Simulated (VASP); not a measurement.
# Sc2GaN3 (P6/mmm) in VASP: single point with PBE

Aim: the single point of Sc2GaN3 with PBE.

Everything below comes from runs of VASP 6.6.1. Logs are shortened: lines on timing, memory, paths and dates and some standing lists are left out, and cuts for length are marked.

## Step 1: The cell of the first run

Symmetry: P6/mmm, No. 191, hexagonal system. Conventional cell: a = 5.474 Å, b = 5.474 Å, c = 3.026 Å, α = 90.00°, β = 90.00°, γ = 120.00°. Sc (site symmetry -6m2) has 6 N at 2.19 Å within 2.9 Å. Ga (site symmetry 6/mmm) has 6 N at 2.74 Å and 2 Ga at 3.03 Å and 12 Sc at 3.50 Å within 3.6 Å. Within 2.9 Å of N (site symmetry mmm) lie 4 Sc at 2.19 Å and 4 N at 2.74 Å and 2 Ga at 2.74 Å.

## Step 2: Single point, PBE

File POSCAR:

```
Sc2GaN3
1.0
    5.4743230351      0.0000000000      0.0000000000
   -2.7371615176      4.7409028169      0.0000000000
    0.0000000000      0.0000000000      3.0264590997
Sc Ga N
2 1 3
Direct
    0.3333333333      0.6666666667      0.0000000000
    0.6666666667      0.3333333333      0.0000000000
    0.0000000000      0.0000000000      0.5000000000
    0.5000000000      0.0000000000      0.5000000000
    0.0000000000      0.5000000000      0.5000000000
    0.5000000000      0.5000000000      0.5000000000
```

File INCAR.step1:

```
SYSTEM = Sc2GaN3
PREC = Accurate
ENCUT = 520
EDIFF = 1E-6
ISMEAR = 0
SIGMA = 0.1
LREAL = .False.
LASPH = .True.
NELM = 60
ALGO = Normal
ISIF = 2
LWAVE = .False.
LCHARG = .True.
LMAXMIX = 4
GGA = PE
NBANDS = 34
```

File KPOINTS.step1:

```
regular mesh
0
Gamma
  12 12 12
  0 0 0
```

File INCAR.step2:

```
SYSTEM = Sc2GaN3
PREC = Accurate
ENCUT = 520
EDIFF = 1E-6
ISMEAR = -5
SIGMA = 0.1
LREAL = .False.
LASPH = .True.
NELM = 60
ALGO = Normal
ISIF = 2
LWAVE = .False.
LCHARG = .False.
LMAXMIX = 4
GGA = PE
LORBIT = 10
NBANDS = 34
NEDOS = 1001
ICHARG = 11
```

File KPOINTS.step2:

```
regular mesh
0
Gamma
  18 18 18
  0 0 0
```

Potentials or basis: VASP PAW PBE potentials, release 64 (Sc_sv, Ga_d, N).

Launch:

```console
cat potpaw_PBE.64/Sc_sv/POTCAR potpaw_PBE.64/Ga_d/POTCAR potpaw_PBE.64/N/POTCAR > POTCAR
cp INCAR.step1 INCAR
cp KPOINTS.step1 KPOINTS
mpirun -np 1 vasp_std > vasp.out
cp INCAR.step2 INCAR
cp KPOINTS.step2 KPOINTS
mpirun -np 1 vasp_std > vasp.out
```

OUTCAR:

```text
SYSTEM = Sc2GaN3
   PREC = Accurate
   ENCUT = 520
   EDIFF = 1E-6
   ISMEAR = -5
   LREAL = .False.
   LASPH = .True.
   NELM = 60
   ISIF = 2
   GGA = PE
   LORBIT = 10
   ICHARG = 11

 ion  position               nearest neighbor table
   1  0.333  0.667  0.000-   5 2.19   5 2.19   4 2.19   4 2.19   6 2.19   6 2.19   2 3.16   2 3.16
                             2 3.16
   2  0.667  0.333  0.000-   5 2.19   5 2.19   4 2.19   4 2.19   6 2.19   6 2.19   1 3.16   1 3.16
                             1 3.16
   3  0.000  0.000  0.500-
   4  0.500  0.000  0.500-   1 2.19   2 2.19   1 2.19   2 2.19
   5  0.000  0.500  0.500-   1 2.19   2 2.19   1 2.19   2 2.19
   6  0.500  0.500  0.500-   1 2.19   2 2.19   1 2.19   2 2.19

  LATTYP: Found a hexagonal cell.
 ALAT       =     5.4743230351
 C/A-ratio  =     0.5528462753

  Lattice vectors:

 A1 = (   5.4743230351,   0.0000000000,   0.0000000000)
 A2 = (  -2.7371615176,   4.7409028169,   0.0000000000)
 A3 = (   0.0000000000,   0.0000000000,   3.0264590997)

Analysis of symmetry for initial positions (statically):
=====================================================================
 Subroutine PRICEL returns:
 Original cell was already a primitive cell.

 Routine SETGRP: Setting up the symmetry group for a
 hexagonal supercell.

 Subroutine GETGRP returns: Found 24 space group operations
 (whereof 24 operations were pure point group operations)
 out of a pool of 24 trial point group operations.

The static configuration has the point symmetry D_6h.

Analysis of symmetry for dynamics (positions and initial velocities):
=====================================================================
 Subroutine PRICEL returns:
 Original cell was already a primitive cell.

 Routine SETGRP: Setting up the symmetry group for a
 hexagonal supercell.

 Subroutine GETGRP returns: Found 24 space group operations
 (whereof 24 operations were pure point group operations)
 out of a pool of 24 trial point group operations.

The dynamic configuration has the point symmetry D_6h.

 Subroutine INISYM returns: Found 24 space group operations
 (whereof 24 operations are pure point group operations),
 and found     1 'primitive' translations

----------------------------------------------------------------------------------------

                                     Primitive cell

  volume of cell :      78.5464

  direct lattice vectors                    reciprocal lattice vectors
     5.474323035  0.000000000  0.000000000     0.182670988  0.105465144  0.000000000
    -2.737161518  4.740902817  0.000000000     0.000000000  0.210930289  0.000000000
     0.000000000  0.000000000  3.026459100     0.000000000  0.000000000  0.330419136

  length of vectors
     5.474323035  5.474323035  3.026459100     0.210930289  0.210930289  0.330419136

  position of ions in fractional coordinates (direct lattice)
     0.333333333  0.666666667  0.000000000
     0.666666667  0.333333333  0.000000000
     0.000000000  0.000000000  0.500000000
     0.500000000  0.000000000  0.500000000
     0.000000000  0.500000000  0.500000000
     0.500000000  0.500000000  0.500000000

  ion indices of the primitive-cell ions
   primitive index   ion index
                 1           1
                 2           2
                 3           3
                 4           4
                 5           5
                 6           6

----------------------------------------------------------------------------------------

 KPOINTS: regular mesh

Automatic generation of k-mesh.
 Grid dimensions read from file:
 generate k-points for:   18   18   18

 Generating k-lattice:

  Cartesian coordinates                     Fractional coordinates (reciprocal lattice)
     0.010148388  0.005859175  0.000000000     0.055555556 -0.000000000  0.000000000
     0.000000000  0.011718349  0.000000000     0.000000000  0.055555556  0.000000000
     0.000000000  0.000000000  0.018356619     0.000000000  0.000000000  0.055555556

  Length of vectors
     0.011718349  0.011718349  0.018356619

  Shift w.r.t. Gamma in fractional coordinates (k-lattice)
     0.000000000  0.000000000  0.000000000

 TETIRR: Found   5931 inequivalent tetrahedra from    34992

 Subroutine IBZKPT returns following result:
 ===========================================

 Found    370 irreducible k-points:

 Following reciprocal coordinates:
            Coordinates               Weight
  0.000000  0.000000  0.000000      1.000000
  0.055556  0.000000  0.000000      6.000000
  0.111111  0.000000  0.000000      6.000000
  0.166667  0.000000  0.000000      6.000000
  0.222222 -0.000000  0.000000      6.000000
  0.277778  0.000000  0.000000      6.000000
[... 16 lines left out ...]
  0.333333  0.111111  0.000000     12.000000
  0.388889  0.111111  0.000000     12.000000
 [... further k-points ...]
   k-points           NKPTS =    370   k-points in BZ     NKDIM =    370   number of bands    NBANDS=     34
   number of dos      NEDOS =   1001   number of ions     NIONS =      6
   total plane-waves  NPLWV =  42336
   dimension x,y,z NGX =    42 NGY =   42 NGZ =   24
   dimension x,y,z NGXF=    84 NGYF=   84 NGZF=   48
   ions per type =               2   1   3
   NGX,Y,Z   is equivalent  to a cutoff of  12.75, 12.75, 13.18 a.u.
   NGXF,Y,Z  is equivalent  to a cutoff of  25.51, 25.51, 26.37 a.u.
 SYSTEM =  Sc2GaN3
   PREC   = accura    normal or accurate (medium, high low for compatibility)
   ISTART =      0    job   : 0-new  1-cont  2-samecut
   ICHARG =     11    charge: 1-file 2-atom 10-const
   ISPIN  =      1    spin polarized calculation?
   LNONCOLLINEAR =      F non collinear calculations
   LSORBIT =      F    spin-orbit coupling
   LASPH  =      T    aspherical Exc in radial PAW
   ENCUT  =  520.0 eV  38.22 Ry    6.18 a.u.  10.18 10.18  5.63*2*pi/ulx,y,z
   NELM   =     60;   NELMIN=  2; NELMDL=  0     # of ELM steps
   EDIFF  = 0.1E-05   stopping-criterion for ELM
   LREAL  =      F    real-space projection
   EDIFFG = 0.1E-04   stopping-criterion for IOM
   NSW    =      0    number of steps for IOM
   IBRION =     -1    ionic relax: 0-MD 1-quasi-New 2-CG
   NFREE  =      0    steps in history (QN), initial steepest desc. (CG)
   ISIF   =      2    stress and relaxation
   ISYM   =      2    0-nonsym 1-usesym 2-fastsym
   POTIM  = 0.5000    time-step for ionic-motion
   TEBEG  =    0.0;   TEEND  =   0.0 temperature during run
   PSTRESS=    0.0 pullay stress
   NELECT =      50.0000    total number of electrons
   NUPDOWN=      -1.0000    fix difference up-down
   EMIN   =  10.00;   EMAX   =-10.00  energy-range for DOS
   EFERMI =   0.00;   METHOD = LEGACY
   ISMEAR =    -5;   SIGMA  =   0.10  broadening in eV -4-tet -1-fermi 0-gaus
   EFERMI_NEDOS =   21; number of points for ismear=-14 and -15
   IALGO  =     38    algorithm
   IMIX   =      4    mixing-type and parameters
     AMIX     =   0.40;   BMIX     =  1.00
     AMIX_MAG =   1.60;   BMIX_MAG =  1.00
  volume/ion in A,a.u.               =      13.09        88.34
  Fermi-wavevector in a.u.,A,eV,Ry     =   1.408281  2.661266 26.983838  1.983256
  Thomas-Fermi vector in A             =   2.530455
   LORBIT       =     10    0 simple, 1 ext, 2 COOP (PROOUT), +10 PAW based schemes
   GGA     = PE    functional components
   LHFCALC =     F    Hartree Fock is set to
   AEXX    =    0.0000 exact exchange contribution
   IVDW    =     0    specifies the selected vdW correction
   LEPSILON=     F    determine dielectric tensor
   LRPA    =     F    only Hartree local field effects (RPA)
 non-spin polarized calculation
 Fermi weights with tetrahedron method with Bloechl corrections
  energy-cutoff  :      520.00
  volume of cell :       78.55
 maximum number of plane-waves:      2136
 NGX is ok and might be reduce to    42

 number of electron      50.0000020 magnetization

 Free energy of the ion-electron system (eV)
  ---------------------------------------------------
  ext. energy  EPLUGINS =         0.00000000
  ---------------------------------------------------
  free energy    TOTEN  =       -43.82019267 eV

  energy without entropy =      -43.82019267  energy(sigma->0) =      -43.82019267

 E-fermi :   4.2125     XC(G=0): -11.1761

 val. band max:        4.2588364276   @ k =   0.3889   0.1111   0.3333
 cond. band min:       4.1964601639   @ k =   0.2778   0.2222   0.3889
 fundamental gap:     -0.0623762637
 Fermi energy:         4.2125405460

 k-point     1 :       0.0000    0.0000    0.0000
  band No.  band energies     occupation
      1     -43.2650      2.00000
      2     -43.2095      2.00000
      3     -22.1965      2.00000
      4     -22.1964      2.00000
      5     -21.8948      2.00000
      6     -21.8948      2.00000
[... 26 lines left out ...]
     33       9.8913      0.00000
     34      10.1076      0.00000

 k-point     2 :       0.0556    0.0000    0.0000
  band No.  band energies     occupation
      1     -43.2647      2.00000
      2     -43.2098      2.00000
      3     -22.1971      2.00000
      4     -22.1948      2.00000
      5     -21.8967      2.00000
      6     -21.8942      2.00000
[... 26 lines left out ...]
     33      10.0343      0.00000
     34      10.5458      0.00000
[... 775 lines left out ...]
     33       9.8153      0.00000
     34       9.9713      0.00000

 k-point    24 :       0.3889    0.1111    0.0000
  band No.  band energies     occupation
      1     -43.2466      2.00000
      2     -43.2280      2.00000
      3     -22.2187      2.00000
      4     -22.1131      2.00000
      5     -21.9842      2.00000
      6     -21.8723      2.00000
[... 26 lines left out ...]
     33       9.7563      0.00000
     34       9.9214      0.00000

 [... further k-points ...]

------------------------ aborting loop because EDIFF is reached ----------------------------------------

  FORCE on cell =-STRESS in cart. coord.  units (eV):
  Direction    XX          YY          ZZ          XY          YZ          ZX
  --------------------------------------------------------------------------------------
  -------------------------------------------------------------------------------------
  Total        0.1499645      0.1499645      0.4233499     -0.0000000      0.0000000     -0.0000000
  in kB        3.0589535      3.0589535      8.6354257     -0.0000000      0.0000000     -0.0000000
  external PRESSURE =       4.9177776 kB  Pullay stress =       0.0000000 kB

 VOLUME and BASIS-vectors are now :
 -----------------------------------------------------------------------------
  energy-cutoff  :      520.00
  volume of cell :       78.55
      direct lattice vectors                 reciprocal lattice vectors
     5.474323035  0.000000000  0.000000000     0.182670988  0.105465144  0.000000000
    -2.737161518  4.740902817  0.000000000     0.000000000  0.210930289  0.000000000
     0.000000000  0.000000000  3.026459100     0.000000000  0.000000000  0.330419136

 POSITION                                       TOTAL-FORCE (eV/Angst)
 -----------------------------------------------------------------------------------
     -0.00000      3.16060      0.00000         0.000000      0.000000     -0.000000
      2.73716      1.58030      0.00000         0.000000     -0.000000      0.000000
      0.00000      0.00000      1.51323        -0.000000      0.000000     -0.000000
      2.73716      0.00000      1.51323        -0.000000      0.000000     -0.000000
     -1.36858      2.37045      1.51323        -0.000000      0.000000     -0.000000
      1.36858      2.37045      1.51323        -0.000000      0.000000     -0.000000
 -----------------------------------------------------------------------------------
    total drift:                               -0.000000     -0.000000      0.000000

  FREE ENERGIE OF THE ION-ELECTRON SYSTEM (eV)
  ---------------------------------------------------
  free  energy   TOTEN  =       -43.8201926730 eV

  energy  without entropy=      -43.8201926730  energy(sigma->0) =      -43.82019267

 total charge

# of ion       s       p       d       tot
------------------------------------------
    1        2.219   6.256   1.208   9.683
    2        2.219   6.256   1.208   9.683
    3        0.994   0.400   9.953  11.347
    4        1.290   2.328   0.000   3.617
    5        1.290   2.328   0.000   3.617
    6        1.290   2.328   0.000   3.617
--------------------------------------------------
tot          9.300  19.895  12.370  41.565
```

It took 19 min on 1 thread of Oxide Virtual Turin-like, shared host; peak memory 0.84 GiB.

Results:

* Valence electrons inside the program's atomic spheres: Sc 9.68; Ga 11.35; N 3.62

Levels at points of the mesh, in eV from the Fermi level:
```tsv
k point	band 21	band 22	band 23	band 24	band 25	band 26	band 27	band 28	band 29	band 30
(0.00, 0.00, 0.00)	-1.46	-1.46	-0.09	0.37	0.37	0.45	2.10	4.18	4.18	4.94
(0.50, 0.00, 0.00)	-1.48	-1.19	-1.11	-0.61	-0.52	0.42	1.42	4.18	4.44	4.85
(0.00, 0.00, 0.50)	-2.37	-2.37	-1.90	-0.14	-0.14	0.56	0.86	2.77	2.77	5.77
(0.50, 0.00, 0.50)	-2.28	-2.06	-2.01	-1.70	-0.96	0.51	1.35	3.59	4.64	5.15
```

Caveat: tetrahedron occupations give inexact forces and stress in metals.
